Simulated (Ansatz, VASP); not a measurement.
# Sc3Re in VASP and in Ansatz

```
Sc Re
1.0
     4.31812    0.00000    0.00000
     0.00000    4.31812    0.00000
     0.00000    0.00000    4.31812
Sc Re
3 1
Cartesian
  0.0000 2.1591 2.1591
  2.1591 0.0000 2.1591
  2.1591 2.1591 0.0000
  0.0000 0.0000 0.0000
```

Alike in both runs: functional PBE; k mesh 4 × 4 × 4; occupations gaussian, width 0.1 eV; no spin polarisation.

Ansatz relaxed the structure, and its values are those at the end. VASP's run is a single point on that final structure, the one shown.

|  | VASP | Ansatz |
| --- | --- | --- |
| version | VASP 6.6.1 | Ansatz 0.2.0 |
| potentials or method | VASP PAW PBE potentials, release 64 (Sc_sv, Re), cutoff 520 eV | scalar-relativistic, plane waves, PAW |
| valence electrons in the cell | 40 | 48 |

|  | VASP | Ansatz | Ansatz less VASP |
| --- | --- | --- | --- |
| gap on the k mesh at the Fermi level (eV) | none | none | - |
| pressure (GPa) | -0.2 | -0.2 | -0.02 |

A gap of «none» marks a metal or a gap that the smearing closes. VASP's potentials hold 40 valence electrons a cell and Ansatz's 48, so a difference there can come from the potentials and not from the codes.

The k mesh is coarse, so the values compare programs but aren't converged. Spin-orbit coupling is off throughout.
